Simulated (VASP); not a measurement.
Write the native input for VASP 6.6.1 that does the following.

```
Task                   : single point
Functional             : PBE
Potentials or basis    : VASP PAW PBE potentials, release 64 (Eu)
Cutoff                 : 520 eV
k mesh                 : 10 × 10 × 10
Occupations            : fermi-dirac, width 0.05 eV
Spin                   : collinear spin, ferromagnetic start
Starting moments       : [6.67] μB
Fixed moment           : 6.67 μB
Dipole correction      : no
Further INCAR settings : ALGO = Normal; EDIFF = 1e-06; NBANDS = 18
```

The structure of Eu lies in POSCAR:

```
Eu
1.0
   -2.3030000000      2.3030000000      2.3030000000
    2.3030000000     -2.3030000000      2.3030000000
    2.3030000000      2.3030000000     -2.3030000000
Eu
1
Direct
    0.0000000000      0.0000000000      0.0000000000
```

These files were run (other wordings do the same):

INCAR

```
PREC     = Accurate       # precision mode
ENCUT    = 520            # plane-wave cutoff, eV
EDIFF    = 1E-6           # SCF threshold, eV
ISMEAR   = -1             # smearing method
SIGMA    = 0.05           # smearing width, eV
LREAL    = F              # projectors in reciprocal space
LASPH    = T              # aspherical terms in the spheres
NELM     = 150            # most SCF steps
ALGO     = Normal         # electronic algorithm
ISIF     = 2              # what is computed and relaxed
LWAVE    = F              # write WAVECAR
LCHARG   = F              # write CHGCAR
ISPIN    = 2              # spin polarisation
MAGMOM   = 6.67           # initial moments
LORBIT   = 11             # projections on sites
NUPDOWN  = 6.67           # fixed moment
LMAXMIX  = 6              # l up to which the mixer works
GGA      = PE             # functional
NBANDS   = 18             # bands
```

KPOINTS

```
Automatic mesh
0
Gamma
  10 10 10
```

Potentials or basis: VASP PAW PBE potentials, release 64 (Eu).

Run with:

```bash
$ cat potpaw_PBE.64/Eu/POTCAR > POTCAR
$ mpirun -np 1 vasp_std > vasp.out
```

It gave:

The pressure is -1.7 GPa and the net moment is 6.67 μB per cell. The site moments are Eu +6.53 μB and the valence electrons inside the program's atomic spheres are Eu 14.69.

Caveat: the total moment is fixed, so each spin has its own Fermi level and the state may be an excited one.

Run time: 2.4 min on 1 thread of Intel(R) Xeon(R) Platinum 8488C (Sapphire Rapids) (shared host), peak memory 0.24 GiB.
